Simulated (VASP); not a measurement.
# Al (Fm-3m) in VASP: a series of runs

The runs below take Al through single point, with PBE.

Everything below comes from runs of VASP 6.6.1. Logs are shortened: lines on timing, memory, paths and dates and some standing lists are left out, and cuts for length are marked.

### 1 The cell of the first run

The structure is cubic, space group Fm-3m (No. 225). Conventional cell: a = 4.040 Å, b = 4.040 Å, c = 4.040 Å, α = 90.00°, β = 90.00°, γ = 90.00°. Within 3.8 Å of Al (site symmetry m-3m) lie 12 Al at 2.86 Å.

### 2 Single point, PBE

INCAR

```
SYSTEM = Al
PREC     = Accurate       ! precision mode
ENCUT    = 520            ! plane-wave cutoff, eV
EDIFF    = 1E-7           ! SCF threshold, eV
ISMEAR   = 1              ! smearing method
SIGMA    = 1.0            ! smearing width, eV
LREAL    = .False.        ! projectors in reciprocal space
LASPH    = .True.         ! aspherical terms in the spheres
NELM     = 60             ! most SCF steps
ALGO     = Normal         ! electronic algorithm
ISIF     = 2              ! what is computed and relaxed
LWAVE    = .False.        ! write WAVECAR
LCHARG   = .True.         ! write CHGCAR
GGA      = PE             ! functional
LELF     = .True.         ! ELF
LVHAR    = .True.       
NBANDS   = 8              ! bands
```

KPOINTS

```
Automatic mesh
0
Gamma
  13 13 13
  0 0 0
```

POSCAR

```
Al
1.0
    0.0000000000      2.0199630948      2.0199630948
    2.0199630948      0.0000000000      2.0199630948
    2.0199630948      2.0199630948      0.0000000000
Al
1
Direct
    0.0000000000      0.0000000000      0.0000000000
```

Potentials or basis: VASP PAW PBE potentials, release 64 (Al).

Run with:

```sh
cat potpaw_PBE.64/Al/POTCAR > POTCAR
mpirun -np 1 vasp_std > vasp.out
```

OUTCAR:

```text
SYSTEM = Al
   PREC = Accurate
   ENCUT = 520
   EDIFF = 1E-7
   ISMEAR = 1
   LREAL = .False.
   LASPH = .True.
   NELM = 60
   ISIF = 2
   GGA = PE

 ion  position               nearest neighbor table
   1  0.000  0.000  0.000-

  LATTYP: Found a face centered cubic cell.
 ALAT       =     4.0399261896

  Lattice vectors:

 A1 = (   0.0000000000,   2.0199630948,   2.0199630948)
 A2 = (   2.0199630948,   0.0000000000,   2.0199630948)
 A3 = (   2.0199630948,   2.0199630948,   0.0000000000)

Analysis of symmetry for initial positions (statically):
=====================================================================
 Subroutine PRICEL returns:
 Original cell was already a primitive cell.

 Routine SETGRP: Setting up the symmetry group for a
 face centered cubic supercell.

 Subroutine GETGRP returns: Found 48 space group operations
 (whereof 48 operations were pure point group operations)
 out of a pool of 48 trial point group operations.

The static configuration has the point symmetry O_h .

Analysis of symmetry for dynamics (positions and initial velocities):
=====================================================================
 Subroutine PRICEL returns:
 Original cell was already a primitive cell.

 Routine SETGRP: Setting up the symmetry group for a
 face centered cubic supercell.

 Subroutine GETGRP returns: Found 48 space group operations
 (whereof 48 operations were pure point group operations)
 out of a pool of 48 trial point group operations.

The dynamic configuration has the point symmetry O_h .

 Subroutine INISYM returns: Found 48 space group operations
 (whereof 48 operations are pure point group operations),
 and found     1 'primitive' translations

----------------------------------------------------------------------------------------

                                     Primitive cell

  volume of cell :      16.4839

  direct lattice vectors                    reciprocal lattice vectors
     0.000000000  2.019963095  2.019963095    -0.247529275  0.247529275  0.247529275
     2.019963095  0.000000000  2.019963095     0.247529275 -0.247529275  0.247529275
     2.019963095  2.019963095  0.000000000     0.247529275  0.247529275 -0.247529275

  length of vectors
     2.856659204  2.856659204  2.856659204     0.428733280  0.428733280  0.428733280

  position of ions in fractional coordinates (direct lattice)
     0.000000000  0.000000000  0.000000000

  ion indices of the primitive-cell ions
   primitive index   ion index
                 1           1

----------------------------------------------------------------------------------------

 KPOINTS: Automatic mesh

Automatic generation of k-mesh.
 Grid dimensions read from file:
 generate k-points for:   13   13   13

 Generating k-lattice:

  Cartesian coordinates                     Fractional coordinates (reciprocal lattice)
    -0.019040713  0.019040713  0.019040713     0.076923077  0.000000000  0.000000000
     0.019040713 -0.019040713  0.019040713     0.000000000  0.076923077  0.000000000
     0.019040713  0.019040713 -0.019040713     0.000000000  0.000000000  0.076923077

  Length of vectors
     0.032979483  0.032979483  0.032979483

  Shift w.r.t. Gamma in fractional coordinates (k-lattice)
     0.000000000  0.000000000  0.000000000

 Subroutine IBZKPT returns following result:
 ===========================================

 Found     84 irreducible k-points:

 Following reciprocal coordinates:
            Coordinates               Weight
  0.000000  0.000000  0.000000      1.000000
  0.076923  0.000000  0.000000      8.000000
  0.153846  0.000000  0.000000      8.000000
  0.230769  0.000000  0.000000      8.000000
  0.307692  0.000000  0.000000      8.000000
  0.384615  0.000000  0.000000      8.000000
[... 16 lines left out ...]
  0.384615  0.153846  0.000000     24.000000
  0.461538  0.153846  0.000000     24.000000
 [... further k-points ...]
   k-points           NKPTS =     84   k-points in BZ     NKDIM =     84   number of bands    NBANDS=      8
   number of dos      NEDOS =    301   number of ions     NIONS =      1
   total plane-waves  NPLWV =  13824
   dimension x,y,z NGX =    24 NGY =   24 NGZ =   24
   dimension x,y,z NGXF=    48 NGYF=   48 NGZF=   48
   ions per type =               1
   NGX,Y,Z   is equivalent  to a cutoff of  13.97, 13.97, 13.97 a.u.
   NGXF,Y,Z  is equivalent  to a cutoff of  27.93, 27.93, 27.93 a.u.
 SYSTEM =  Al
   PREC   = accura    normal or accurate (medium, high low for compatibility)
   ISTART =      0    job   : 0-new  1-cont  2-samecut
   ICHARG =      2    charge: 1-file 2-atom 10-const
   ISPIN  =      1    spin polarized calculation?
   LNONCOLLINEAR =      F non collinear calculations
   LSORBIT =      F    spin-orbit coupling
   LASPH  =      T    aspherical Exc in radial PAW
   ENCUT  =  520.0 eV  38.22 Ry    6.18 a.u.   5.31  5.31  5.31*2*pi/ulx,y,z
   NELM   =     60;   NELMIN=  2; NELMDL= -5     # of ELM steps
   EDIFF  = 0.1E-06   stopping-criterion for ELM
   LREAL  =      F    real-space projection
   EDIFFG = 0.1E-05   stopping-criterion for IOM
   NSW    =      0    number of steps for IOM
   IBRION =     -1    ionic relax: 0-MD 1-quasi-New 2-CG
   NFREE  =      0    steps in history (QN), initial steepest desc. (CG)
   ISIF   =      2    stress and relaxation
   ISYM   =      2    0-nonsym 1-usesym 2-fastsym
   POTIM  = 0.5000    time-step for ionic-motion
   TEBEG  =    0.0;   TEEND  =   0.0 temperature during run
   PSTRESS=    0.0 pullay stress
   NELECT =       3.0000    total number of electrons
   NUPDOWN=      -1.0000    fix difference up-down
   EMIN   =  10.00;   EMAX   =-10.00  energy-range for DOS
   EFERMI =   0.00;   METHOD = LEGACY
   ISMEAR =     1;   SIGMA  =   1.00  broadening in eV -4-tet -1-fermi 0-gaus
   EFERMI_NEDOS =   21; number of points for ismear=-14 and -15
   IALGO  =     38    algorithm
   IMIX   =      4    mixing-type and parameters
     AMIX     =   0.40;   BMIX     =  1.00
     AMIX_MAG =   1.60;   BMIX_MAG =  1.00
  volume/ion in A,a.u.               =      16.48       111.24
  Fermi-wavevector in a.u.,A,eV,Ry     =   0.927745  1.753183 11.710674  0.860710
  Thomas-Fermi vector in A             =   2.053847
   LORBIT       =      0    0 simple, 1 ext, 2 COOP (PROOUT), +10 PAW based schemes
   GGA     = PE    functional components
   LHFCALC =     F    Hartree Fock is set to
   AEXX    =    0.0000 exact exchange contribution
   IVDW    =     0    specifies the selected vdW correction
   LEPSILON=     F    determine dielectric tensor
   LRPA    =     F    only Hartree local field effects (RPA)
 non-spin polarized calculation
 Methfessel and Paxton  Order N= 1 SIGMA  =   1.00
  energy-cutoff  :      520.00
  volume of cell :       16.48
 maximum number of plane-waves:       459
 NGX is ok and might be reduce to    24
   NGX = 11   NGY = 11   NGZ = 11

 number of electron       3.0000000 magnetization

 Free energy of the ion-electron system (eV)
  ---------------------------------------------------
  ext. energy  EPLUGINS =         0.00000000
  ---------------------------------------------------
  free energy    TOTEN  =        -3.74536810 eV

  energy without entropy =       -3.74154460  energy(sigma->0) =       -3.74409360

 E-fermi :   7.9944     XC(G=0): -10.2001

 val. band max:        7.9399370472   @ k =  -0.2308   0.3846   0.1538
 cond. band min:       8.0160857285   @ k =   0.4615   0.2308   0.0000
 fundamental gap:      0.0761486813
 Fermi energy:         7.9944031262

 k-point     1 :       0.0000    0.0000    0.0000
  band No.  band energies     occupation
      1      -3.1309      2.00000
      2      20.6349     -0.00000
      3      20.6349     -0.00000
      4      20.6349     -0.00000
      5      22.1342     -0.00000
      6      22.1342     -0.00000
      7      22.1342     -0.00000
      8      24.4832     -0.00000

 k-point     2 :       0.0769    0.0000    0.0000
  band No.  band energies     occupation
      1      -2.9699      2.00000
      2      18.2769     -0.00000
      3      20.1272     -0.00000
      4      20.1272     -0.00000
      5      22.7872     -0.00000
      6      22.8895     -0.00000
      7      22.8895     -0.00000
      8      26.0761     -0.00000

 k-point     3 :       0.1538    0.0000    0.0000
  band No.  band energies     occupation
      1      -2.4882      2.00000
      2      15.1674     -0.00000
      3      19.4604     -0.00000
      4      19.4604     -0.00000
      5      22.6497     -0.00000
      6      24.0329     -0.00000
      7      24.0329     -0.00000
      8      25.3059     -0.00000

 k-point     4 :       0.2308    0.0000    0.0000
  band No.  band energies     occupation
      1      -1.6890      2.00000
      2      12.1701     -0.00000
      3      19.0011     -0.00000
      4      19.0011     -0.00000
      5      22.4152     -0.00000
      6      23.1250     -0.00000
      7      23.1250     -0.00000
      8      26.4323     -0.00000

 k-point     5 :       0.3077    0.0000    0.0000
  band No.  band energies     occupation
      1      -0.5776      2.00000
      2       9.3822     -0.06442
      3      18.7961     -0.00000
      4      18.7961     -0.00000
      5      21.7846     -0.00000
      6      21.7846     -0.00000
      7      22.3287     -0.00000
      8      25.7754     -0.00000
[... 177 lines left out ...]
 k-point    22 :       0.3077    0.1538    0.0000
  band No.  band energies     occupation
      1      -0.7887      2.00000
      2      11.6924     -0.00000
      3      16.2145     -0.00000
      4      17.5189     -0.00000
      5      17.8917     -0.00000
      6      22.3877     -0.00000
      7      26.1941     -0.00000
      8      27.2183     -0.00000

 k-point    23 :       0.3846    0.1538    0.0000
  band No.  band energies     occupation
      1       0.4202      2.00000
      2       9.0181     -0.05482
      3      16.0839     -0.00000
      4      16.1935     -0.00000
      5      17.7965     -0.00000
      6      24.3968     -0.00000
      7      25.0167     -0.00000
      8      27.3070     -0.00000

 k-point    24 :       0.4615    0.1538    0.0000
  band No.  band energies     occupation
      1       1.9294      2.00000
      2       6.5811      2.06255
      3      15.0951     -0.00000
      4      16.2273     -0.00000
      5      17.9890     -0.00000
      6      24.0176     -0.00000
      7      26.0341     -0.00000
      8      27.8927     -0.00000

 [... further k-points ...]
[... 5 lines left out ...]
  --------------------------------------------------------------------------------------
  -------------------------------------------------------------------------------------
  Total        0.0031062      0.0031062      0.0031062      0.0000000      0.0000000     -0.0000000
  in kB        0.3019124      0.3019124      0.3019124      0.0000000      0.0000000     -0.0000000
  external PRESSURE =       0.3019124 kB  Pullay stress =       0.0000000 kB

 VOLUME and BASIS-vectors are now :
 -----------------------------------------------------------------------------
  energy-cutoff  :      520.00
  volume of cell :       16.48
      direct lattice vectors                 reciprocal lattice vectors
     0.000000000  2.019963095  2.019963095    -0.247529275  0.247529275  0.247529275
     2.019963095  0.000000000  2.019963095     0.247529275 -0.247529275  0.247529275
     2.019963095  2.019963095  0.000000000     0.247529275  0.247529275 -0.247529275

 POSITION                                       TOTAL-FORCE (eV/Angst)
 -----------------------------------------------------------------------------------
      0.00000      0.00000      0.00000        -0.000000     -0.000000     -0.000000
 -----------------------------------------------------------------------------------
    total drift:                                0.000000      0.000000     -0.000000

  FREE ENERGIE OF THE ION-ELECTRON SYSTEM (eV)
  ---------------------------------------------------
  free  energy   TOTEN  =        -3.7453680985 eV

  energy  without entropy=       -3.7415445968  energy(sigma->0) =       -3.74409360
```

Wall time 21 s (1 thread of AMD EPYC 7R13 (Zen 3), shared host); peak memory 0.1 GiB.

What came out:

```
Free energy : -3.7454 eV
Pressure    : 0.0 GPa
```

### 3 Single point, PBE

INCAR

```
ALGO = Normal
EDIFF = 1E-6
ENCUT = 520
GGA = PE
ISIF = 2
ISMEAR = -1
LASPH = T
LCHARG = T
LELF = T
LREAL = F
LVHAR = T
LWAVE = F
NBANDS = 8
NELM = 100
PREC = Accurate
SIGMA = 0.1
```

KPOINTS

```
k-points
0
Gamma
  14 14 14
```

POSCAR is that of step 2.

Potentials or basis: VASP PAW PBE potentials, release 64 (Al).

Run with:

```sh
cat potpaw_PBE.64/Al/POTCAR > POTCAR
mpirun -np 1 vasp_std > vasp.out
```

It used 14 s of CPU time on 1 thread of AMD EPYC 7R13 Processor (Zen 3), on a shared host.

Results (log left out):

```yaml
Free_energy: -3.7463 eV
Pressure: -0.1 GPa
```

Levels at points of the mesh, in eV from the Fermi level:
```tsv
k point	band 1	band 2	band 3	band 4	band 5	band 6
(0.00, 0.00, 0.00)	-11.13	12.64	12.64	12.64	14.14	14.14
(0.50, 0.00, 0.00)	-4.58	-4.37	11.43	11.43	11.48	11.48
(0.50, 0.50, 0.00)	-2.91	-1.59	5.27	5.61	5.61	9.09
```

### 4 Single point, PBE

INCAR

```
SYSTEM = Al
PREC = Accurate ; ENCUT = 520
EDIFF = 1E-6 ; ISMEAR = -1
SIGMA = 0.1 ; LREAL = .False.
LASPH = .True. ; NELM = 80
ALGO = Normal ; ISIF = 2
LWAVE = .False. ; LCHARG = .False.
GGA = PE ; NBANDS = 8
```

KPOINTS

```
regular mesh
0
Gamma
  19 19 19
  0 0 0
```

POSCAR is that of step 3.

Run with:

```sh
cat potpaw_PBE.64/Al/POTCAR > POTCAR
mpirun -np 1 vasp_std > vasp.out
```

Wall time 34 s (1 thread of AMD EPYC 7R13 (Zen 3), shared host); peak memory 0.11 GiB.

The run converged. Its results:

```yaml
Free_energy: -3.7497 eV
Pressure: 0.0 GPa
```

Levels at points of the mesh, in eV from the Fermi level:
| k point | band 1 | band 2 | band 3 | band 4 | band 5 | band 6 |
| --- | --- | --- | --- | --- | --- | --- |
| (0.00, 0.00, 0.00) | -11.15 | 12.61 | 12.61 | 12.61 | 14.11 | 14.11 |

### 5 Single point, PBE

INCAR

```
PREC     = Accurate       # precision mode
ENCUT    = 520            # plane-wave cutoff, eV
EDIFF    = 1E-7           # SCF threshold, eV
ISMEAR   = -1             # smearing method
SIGMA    = 0.1            # smearing width, eV
LREAL    = False          # projectors in reciprocal space
LASPH    = True           # aspherical terms in the spheres
NELM     = 100            # most SCF steps
ALGO     = Normal         # electronic algorithm
ISIF     = 2              # what is computed and relaxed
LWAVE    = False          # write WAVECAR
LCHARG   = True           # write CHGCAR
GGA      = PE             # functional
LELF     = True           # ELF
LVHAR    = True         
NBANDS   = 8              # bands
```

KPOINTS

```
Automatic mesh
0
Gamma
  22 22 22
```

POSCAR is that of step 4.

Run with:

```sh
cat potpaw_PBE.64/Al/POTCAR > POTCAR
mpirun -np 1 vasp_std > vasp.out
```

Run time: 50 s. Hardware: 1 thread of AMD EPYC 7R13 (Zen 3), shared host; peak memory 0.13 GiB.

It converged, with:

* Free energy: -3.7536 eV
* Pressure: 0.0 GPa

Levels at points of the mesh, in eV from the Fermi level:
| k point | band 1 | band 2 | band 3 | band 4 |
| --- | --- | --- | --- | --- |
| (0.00, 0.00, 0.00) | -11.13 | 12.64 | 12.64 | 12.64 |
| (0.50, 0.00, 0.00) | -4.58 | -4.37 | 11.44 | 11.44 |
| (0.50, 0.50, 0.00) | -2.91 | -1.59 | 5.27 | 5.61 |

### 6 Single point, PBE

INCAR

```
SYSTEM = Al
PREC = Accurate
ENCUT = 520
EDIFF = 1E-6
ISMEAR = -1
SIGMA = 0.6
LREAL = .FALSE.
LASPH = .TRUE.
NELM = 80
ALGO = Normal
ISIF = 2
LWAVE = .FALSE.
LCHARG = .FALSE.
GGA = PE
NBANDS = 8
```

KPOINTS

```
Automatic mesh
0
G
  13 13 13
  0 0 0
```

POSCAR is that of step 5.

Potentials or basis: VASP PAW PBE potentials, release 64 (Al).

Run with:

```sh
cat potpaw_PBE.64/Al/POTCAR > POTCAR
mpirun -np 1 vasp_std > vasp.out
```

It took 7 s on 1 thread of Intel Xeon Platinum 8375C at 2.90GHz (Ice Lake), shared host; peak memory 0.13 GiB.

The run converged. Its results:

| Item | Value |
| --- | --- |
| Free energy | -3.9841 eV |
| Pressure | 1.7 GPa |

Levels at points of the mesh, in eV from the Fermi level:
```tsv
k point	band 1	band 2	band 3	band 4
(0.00, 0.00, 0.00)	-11.11	12.66	12.66	12.66
```

### 7 Summary

```tsv
k mesh	smearing	gap on the mesh (eV)	pressure (GPa)
13 × 13 × 13	methfessel-paxton 1 eV	none	0.0
14 × 14 × 14	fermi-dirac 0.1 eV	none	-0.1
19 × 19 × 19	fermi-dirac 0.1 eV	none	0.0
22 × 22 × 22	fermi-dirac 0.1 eV	none	0.0
13 × 13 × 13	fermi-dirac 0.6 eV	none	1.7
```

Alike in all rows: task single point; level PBE; potentials or basis VASP PAW PBE potentials, release 64 (Al); no spin polarisation; cell as given; cutoff (eV) 520.

Every run on the cell as given and a fine mesh finds a metal.

Total energies depend on the potentials used, so only differences within one code and one set of settings carry meaning.
